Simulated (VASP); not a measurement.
Br:

```
Br
1.0
    -3.33250    0.00000    2.39256
     0.00000   -8.82258    0.00000
     3.33250    0.00000    2.39256
Br
4
Cartesian
  0.0000 -7.9403 0.6221
  0.0000 -5.2935 3.0146
  0.0000 -0.8823 4.1631
  0.0000 -3.5290 1.7705
```

Base run:

```yaml
Program: VASP 6.6.1
Functional: PBE
Potentials_or_basis: VASP PAW PBE potentials, release 64 (Br)
Cutoff: 520 eV
k_mesh: 5 × 2 × 5
Occupations: fermi-dirac, width 0.0417 eV
Spin: no spin polarisation
```

Its results: band gap on the k mesh 2.42 eV (least direct gap 2.44 eV); pressure 5.7 GPa; largest force 3.251 eV/Å.

**Question.** The run is repeated on the same cell with these changes: k mesh from 5 × 2 × 5, through Γ to 5 × 2 × 5, shifted. What comes out?

**Answer.** Band gap on the k mesh 2.53 eV (least direct gap 2.55 eV); pressure 5.7 GPa; largest force 3.252 eV/Å.

Caveats: the stress differs along the axes, from 1 to 11 GPa; this functional lacks dispersion, which holds the molecules together, so the pressure and a relaxed volume are unreliable; forces of over 1 eV/Å act on the atoms, so gaps and moduli don't describe the material at rest; a shifted mesh leaves out Γ, where band edges can lie (at least some runs).

A k mesh can miss the band edges.
